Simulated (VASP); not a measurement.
# ZrO3 (ReO3 type) (Pm-3m) in VASP: further runs

ZrO3 (ReO3 type) is run at these levels: PBE; tasks: single point.

All numbers are computed with VASP 6.6.1; they aren't measurements. Logs are shortened: lines on timing, memory, paths and dates and some standing lists are left out, and cuts for length are marked.

### 1 The cell of the first run

Symmetry: Pm-3m, No. 221, cubic system. Conventional cell: a = 4.248 Å, b = 4.248 Å, c = 4.248 Å, α = 90.00°, β = 90.00°, γ = 90.00°. Zr (site symmetry m-3m) has 6 O at 2.12 Å within 2.8 Å. O (site symmetry 4/mmm) has 2 Zr at 2.12 Å within 2.8 Å.

### 2 Single point, PBE

Contents of INCAR:

```
ALGO     = Normal         # electronic algorithm
EDIFF    = 1E-6           # SCF threshold, eV
ENCUT    = 520            # plane-wave cutoff, eV
GGA      = PE             # functional
ISIF     = 2              # what is computed and relaxed
ISMEAR   = -1             # smearing method
LASPH    = True           # aspherical terms in the spheres
LCHARG   = False          # write CHGCAR
LREAL    = False          # projectors in reciprocal space
LWAVE    = False          # write WAVECAR
NBANDS   = 23             # bands
NELM     = 100            # most SCF steps
PREC     = Accurate       # precision mode
SIGMA    = 0.06122561905347299 # smearing width, eV
```

Contents of KPOINTS:

```
k-points
0
Gamma
  26 26 26
```

Contents of POSCAR:

```
ZrO3
1.0
    4.2479186660      0.0000000000      0.0000000000
    0.0000000000      4.2479186660      0.0000000000
    0.0000000000      0.0000000000      4.2479186660
Zr O
1 3
Direct
    0.0000000000      0.0000000000      0.0000000000
    0.5000000000      0.0000000000      0.0000000000
    0.0000000000      0.5000000000      0.0000000000
    0.0000000000      0.0000000000      0.5000000000
```

Potentials or basis: VASP PAW PBE potentials, release 64 (Zr_sv, O).

Started as:

```bash
cat potpaw_PBE.64/Zr_sv/POTCAR potpaw_PBE.64/O/POTCAR > POTCAR
mpirun -np 1 vasp_std > vasp.out
```

OUTCAR:

```text
EDIFF = 1E-6
   ENCUT = 520
   GGA = PE
   ISIF = 2
   ISMEAR = -1
   LASPH = True
   LREAL = False
   NELM = 100
   PREC = Accurate

 ion  position               nearest neighbor table
   1  0.000  0.000  0.000-   2 2.12   3 2.12   4 2.12   4 2.12   3 2.12   2 2.12
   2  0.500  0.000  0.000-   1 2.12   1 2.12
   3  0.000  0.500  0.000-   1 2.12   1 2.12
   4  0.000  0.000  0.500-   1 2.12   1 2.12

  LATTYP: Found a simple cubic cell.
 ALAT       =     4.2479186660

  Lattice vectors:

 A1 = (   4.2479186660,   0.0000000000,   0.0000000000)
 A2 = (   0.0000000000,   4.2479186660,   0.0000000000)
 A3 = (   0.0000000000,   0.0000000000,   4.2479186660)

Analysis of symmetry for initial positions (statically):
=====================================================================
 Subroutine PRICEL returns:
 Original cell was already a primitive cell.

 Routine SETGRP: Setting up the symmetry group for a
 simple cubic supercell.

 Subroutine GETGRP returns: Found 48 space group operations
 (whereof 48 operations were pure point group operations)
 out of a pool of 48 trial point group operations.

The static configuration has the point symmetry O_h .

Analysis of symmetry for dynamics (positions and initial velocities):
=====================================================================
 Subroutine PRICEL returns:
 Original cell was already a primitive cell.

 Routine SETGRP: Setting up the symmetry group for a
 simple cubic supercell.

 Subroutine GETGRP returns: Found 48 space group operations
 (whereof 48 operations were pure point group operations)
 out of a pool of 48 trial point group operations.

The dynamic configuration has the point symmetry O_h .

 Subroutine INISYM returns: Found 48 space group operations
 (whereof 48 operations are pure point group operations),
 and found     1 'primitive' translations

----------------------------------------------------------------------------------------

                                     Primitive cell

  volume of cell :      76.6529

  direct lattice vectors                    reciprocal lattice vectors
     4.247918666  0.000000000  0.000000000     0.235409404  0.000000000  0.000000000
     0.000000000  4.247918666  0.000000000     0.000000000  0.235409404  0.000000000
     0.000000000  0.000000000  4.247918666     0.000000000  0.000000000  0.235409404

  length of vectors
     4.247918666  4.247918666  4.247918666     0.235409404  0.235409404  0.235409404

  position of ions in fractional coordinates (direct lattice)
     0.000000000  0.000000000  0.000000000
     0.500000000  0.000000000  0.000000000
     0.000000000  0.500000000  0.000000000
     0.000000000  0.000000000  0.500000000

  ion indices of the primitive-cell ions
   primitive index   ion index
                 1           1
                 2           2
                 3           3
                 4           4

----------------------------------------------------------------------------------------

 KPOINTS: k-points

Automatic generation of k-mesh.
 Grid dimensions read from file:
 generate k-points for:   26   26   26

 Generating k-lattice:

  Cartesian coordinates                     Fractional coordinates (reciprocal lattice)
     0.009054208  0.000000000  0.000000000     0.038461538  0.000000000  0.000000000
     0.000000000  0.009054208  0.000000000     0.000000000  0.038461538  0.000000000
     0.000000000  0.000000000  0.009054208     0.000000000  0.000000000  0.038461538

  Length of vectors
     0.009054208  0.009054208  0.009054208

  Shift w.r.t. Gamma in fractional coordinates (k-lattice)
     0.000000000  0.000000000  0.000000000

 Subroutine IBZKPT returns following result:
 ===========================================

 Found    560 irreducible k-points:

 Following reciprocal coordinates:
            Coordinates               Weight
  0.000000  0.000000  0.000000      1.000000
  0.038462  0.000000  0.000000      6.000000
  0.076923  0.000000  0.000000      6.000000
  0.115385  0.000000  0.000000      6.000000
  0.153846  0.000000  0.000000      6.000000
  0.192308  0.000000  0.000000      6.000000
[... 16 lines left out ...]
  0.346154  0.038462  0.000000     24.000000
  0.384615  0.038462  0.000000     24.000000
 [... further k-points ...]
   k-points           NKPTS =    560   k-points in BZ     NKDIM =    560   number of bands    NBANDS=     23
   number of dos      NEDOS =    301   number of ions     NIONS =      4
   total plane-waves  NPLWV =  32768
   dimension x,y,z NGX =    32 NGY =   32 NGZ =   32
   dimension x,y,z NGXF=    64 NGYF=   64 NGZF=   64
   ions per type =               1   3
   NGX,Y,Z   is equivalent  to a cutoff of  12.52, 12.52, 12.52 a.u.
   NGXF,Y,Z  is equivalent  to a cutoff of  25.05, 25.05, 25.05 a.u.
 SYSTEM =  unknown system
   PREC   = accura    normal or accurate (medium, high low for compatibility)
   ISTART =      0    job   : 0-new  1-cont  2-samecut
   ICHARG =      2    charge: 1-file 2-atom 10-const
   ISPIN  =      1    spin polarized calculation?
   LNONCOLLINEAR =      F non collinear calculations
   LSORBIT =      F    spin-orbit coupling
   LASPH  =      T    aspherical Exc in radial PAW
   ENCUT  =  520.0 eV  38.22 Ry    6.18 a.u.   7.90  7.90  7.90*2*pi/ulx,y,z
   NELM   =    100;   NELMIN=  2; NELMDL= -5     # of ELM steps
   EDIFF  = 0.1E-05   stopping-criterion for ELM
   LREAL  =      F    real-space projection
   EDIFFG = 0.1E-04   stopping-criterion for IOM
   NSW    =      0    number of steps for IOM
   IBRION =     -1    ionic relax: 0-MD 1-quasi-New 2-CG
   NFREE  =      0    steps in history (QN), initial steepest desc. (CG)
   ISIF   =      2    stress and relaxation
   ISYM   =      2    0-nonsym 1-usesym 2-fastsym
   POTIM  = 0.5000    time-step for ionic-motion
   TEBEG  =    0.0;   TEEND  =   0.0 temperature during run
   PSTRESS=    0.0 pullay stress
   NELECT =      30.0000    total number of electrons
   NUPDOWN=      -1.0000    fix difference up-down
   EMIN   =  10.00;   EMAX   =-10.00  energy-range for DOS
   EFERMI =   0.00;   METHOD = LEGACY
   ISMEAR =    -1;   SIGMA  =   0.06  broadening in eV -4-tet -1-fermi 0-gaus
   EFERMI_NEDOS =   21; number of points for ismear=-14 and -15
   IALGO  =     38    algorithm
   IMIX   =      4    mixing-type and parameters
     AMIX     =   0.40;   BMIX     =  1.00
     AMIX_MAG =   1.60;   BMIX_MAG =  1.00
  volume/ion in A,a.u.               =      19.16       129.32
  Fermi-wavevector in a.u.,A,eV,Ry     =   1.197491  2.262931 19.510558  1.433986
  Thomas-Fermi vector in A             =   2.333405
   LORBIT       =      0    0 simple, 1 ext, 2 COOP (PROOUT), +10 PAW based schemes
   GGA     = PE    functional components
   LHFCALC =     F    Hartree Fock is set to
   AEXX    =    0.0000 exact exchange contribution
   IVDW    =     0    specifies the selected vdW correction
   LEPSILON=     F    determine dielectric tensor
   LRPA    =     F    only Hartree local field effects (RPA)
 non-spin polarized calculation
  energy-cutoff  :      520.00
  volume of cell :       76.65
 maximum number of plane-waves:      2103
 NGX is ok and might be reduce to    32
   NGX = 15   NGY = 15   NGZ = 15

 number of electron      29.9999984 magnetization

 Free energy of the ion-electron system (eV)
  ---------------------------------------------------
  ext. energy  EPLUGINS =         0.00000000
  ---------------------------------------------------
  free energy    TOTEN  =       -30.64489983 eV

  energy without entropy =      -30.57327649  energy(sigma->0) =      -30.60908816

 E-fermi :  -1.0667     XC(G=0):  -8.0907

 val. band max:       -1.0683304720   @ k =   0.5000   0.1923   0.1154
 cond. band min:      -1.0646303574   @ k =   0.3846   0.3077   0.2308
 fundamental gap:      0.0037001146
 Fermi energy:        -1.0666749100

 k-point     1 :       0.0000    0.0000    0.0000
  band No.  band energies     occupation
      1     -47.9304      2.00000
      2     -25.9851      2.00000
      3     -25.9851      2.00000
      4     -25.9851      2.00000
      5     -17.0740      2.00000
      6     -16.7930      2.00000
[... 15 lines left out ...]
     22       6.3754      0.00000
     23      12.7391      0.00000

 k-point     2 :       0.0385    0.0000    0.0000
  band No.  band energies     occupation
      1     -47.9304      2.00000
      2     -25.9881      2.00000
      3     -25.9850      2.00000
      4     -25.9850      2.00000
      5     -17.0692      2.00000
      6     -16.7927      2.00000
[... 15 lines left out ...]
     22       6.4214      0.00000
     23      12.6559      0.00000

 k-point     3 :       0.0769    0.0000    0.0000
  band No.  band energies     occupation
      1     -47.9303      2.00000
      2     -25.9970      2.00000
      3     -25.9848      2.00000
      4     -25.9848      2.00000
      5     -17.0563      2.00000
      6     -16.7923      2.00000
[... 15 lines left out ...]
     22       6.5553      0.00000
     23      12.4333      0.00000

 k-point     4 :       0.1154    0.0000    0.0000
  band No.  band energies     occupation
      1     -47.9301      2.00000
      2     -26.0113      2.00000
      3     -25.9845      2.00000
      4     -25.9845      2.00000
      5     -17.0392      2.00000
      6     -16.7916      2.00000
[... 15 lines left out ...]
     22       6.7644      0.00000
     23      12.1322      0.00000

 k-point     5 :       0.1538    0.0000    0.0000
  band No.  band energies     occupation
      1     -47.9299      2.00000
      2     -26.0299      2.00000
      3     -25.9841      2.00000
      4     -25.9841      2.00000
      5     -17.0223      2.00000
      6     -16.7909      2.00000
[... 434 lines left out ...]
 k-point    22 :       0.3077    0.0385    0.0000
  band No.  band energies     occupation
      1     -47.9287      2.00000
      2     -26.1226      2.00000
      3     -25.9852      2.00000
      4     -25.9821      2.00000
      5     -16.9752      2.00000
      6     -16.7817      2.00000
[... 15 lines left out ...]
     22       8.1242      0.00000
     23      10.5556      0.00000

 k-point    23 :       0.3462    0.0385    0.0000
  band No.  band energies     occupation
      1     -47.9284      2.00000
      2     -26.1435      2.00000
      3     -25.9848      2.00000
      4     -25.9817      2.00000
      5     -16.9704      2.00000
      6     -16.7808      2.00000
[... 15 lines left out ...]
     22       8.2776      0.00000
     23      10.3231      0.00000

 k-point    24 :       0.3846    0.0385    0.0000
  band No.  band energies     occupation
      1     -47.9282      2.00000
      2     -26.1611      2.00000
      3     -25.9844      2.00000
      4     -25.9813      2.00000
      5     -16.9670      2.00000
      6     -16.7801      2.00000
[... 15 lines left out ...]
     22       8.3389      0.00000
     23      10.1521      0.00000

 [... further k-points ...]

------------------------ aborting loop because EDIFF is reached ----------------------------------------

  FORCE on cell =-STRESS in cart. coord.  units (eV):
  Direction    XX          YY          ZZ          XY          YZ          ZX
  --------------------------------------------------------------------------------------
  -------------------------------------------------------------------------------------
  Total       -2.8805438     -2.8805438     -2.8805438      0.0000000      0.0000000     -0.0000000
  in kB      -60.2083170    -60.2083170    -60.2083170      0.0000000      0.0000000     -0.0000000
  external PRESSURE =     -60.2083170 kB  Pullay stress =       0.0000000 kB

 VOLUME and BASIS-vectors are now :
 -----------------------------------------------------------------------------
  energy-cutoff  :      520.00
  volume of cell :       76.65
      direct lattice vectors                 reciprocal lattice vectors
     4.247918666  0.000000000  0.000000000     0.235409404  0.000000000  0.000000000
     0.000000000  4.247918666  0.000000000     0.000000000  0.235409404  0.000000000
     0.000000000  0.000000000  4.247918666     0.000000000  0.000000000  0.235409404

 POSITION                                       TOTAL-FORCE (eV/Angst)
 -----------------------------------------------------------------------------------
      0.00000      0.00000      0.00000         0.000000      0.000000      0.000000
      2.12396      0.00000      0.00000         0.000000      0.000000      0.000000
      0.00000      2.12396      0.00000         0.000000      0.000000      0.000000
      0.00000      0.00000      2.12396         0.000000      0.000000      0.000000
 -----------------------------------------------------------------------------------
    total drift:                                0.000000      0.000000     -0.000000

  FREE ENERGIE OF THE ION-ELECTRON SYSTEM (eV)
  ---------------------------------------------------
  free  energy   TOTEN  =       -30.6448998297 eV

  energy  without entropy=      -30.5732764852  energy(sigma->0) =      -30.60908816
```

Run time: 13 min. Hardware: 1 thread of Oxide Virtual Turin-like, shared host; peak memory 0.8 GiB.

Results:

* Free energy: -30.6449 eV
* Pressure: -6.0 GPa
* Band gap on the k mesh: zero (bands 15 and 16 overlap by 0.66 eV)

Levels at points of the mesh, in eV from the Fermi level:
```tsv
k point	band 11	band 12	band 13	band 14	band 15	band 16	band 17	band 18	band 19	band 20
(0.00, 0.00, 0.00)	-0.25	-0.25	-0.25	-0.09	-0.09	-0.09	4.52	4.52	4.52	6.81
(0.50, 0.00, 0.00)	-0.97	-0.92	-0.92	-0.40	-0.13	-0.13	4.57	6.09	6.09	7.48
(0.50, 0.50, 0.00)	-1.10	-1.10	-0.66	-0.66	-0.60	0.44	6.14	6.14	7.17	8.39
(0.50, 0.50, 0.50)	-2.39	-2.39	-2.39	0.44	0.44	0.44	7.21	7.21	7.21	9.81
```

Caveat: the cell stands under tension.

### 3 Single point, PBE

This run uses another cell than the first one, of 18.44 Å³/atom.

Contents of INCAR:

```
SYSTEM = ZrO3
PREC = Accurate
ENCUT = 520
EDIFF = 1E-7
ISMEAR = -1
SIGMA = 0.06122561905347299
LREAL = .FALSE.
LASPH = .TRUE.
NELM = 100
ALGO = Normal
ISIF = 2
LWAVE = .FALSE.
LCHARG = .FALSE.
GGA = PE
NBANDS = 23
```

Contents of KPOINTS:

```
Automatic mesh
0
G
  26 26 26
  0 0 0
```

Contents of POSCAR:

```
ZrO3
1.0
    4.1937991594      0.0000000000      0.0000000000
    0.0000000000      4.1937991594      0.0000000000
    0.0000000000      0.0000000000      4.1937991594
Zr O
1 3
Direct
    0.0000000000      0.0000000000      0.0000000000
    0.5000000000      0.0000000000      0.0000000000
    0.0000000000      0.5000000000      0.0000000000
    0.0000000000      0.0000000000      0.5000000000
```

Potentials or basis: VASP PAW PBE potentials, release 64 (Zr_sv, O).

Started as:

```bash
cat potpaw_PBE.64/Zr_sv/POTCAR potpaw_PBE.64/O/POTCAR > POTCAR
mpirun -np 1 vasp_std > vasp.out
```

Run time: 17 min. Hardware: 1 thread of Oxide Virtual Turin-like, shared host; peak memory 0.77 GiB.

The run converged. Its results:

```yaml
Free_energy: -30.7170 eV
Pressure: -2.1 GPa
Band_gap_on_the_k_mesh: zero (bands 15 and 16 overlap by 0.68 eV)
```

Levels at points of the mesh, in eV from the Fermi level:
```
           k point  band 12  band 13  band 14  band 15  band 16  band 17  band 18  band 19
(0.00, 0.00, 0.00)    -0.27    -0.27    -0.05    -0.05    -0.05     4.69     4.69     4.69
(0.50, 0.00, 0.00)    -0.87    -0.87    -0.43    -0.11    -0.11     4.75     6.37     6.37
(0.50, 0.50, 0.00)    -1.16    -0.70    -0.70    -0.51     0.46     6.42     6.42     7.52
(0.50, 0.50, 0.50)    -2.52    -2.52     0.47     0.47     0.47     7.57     7.57     7.57
```
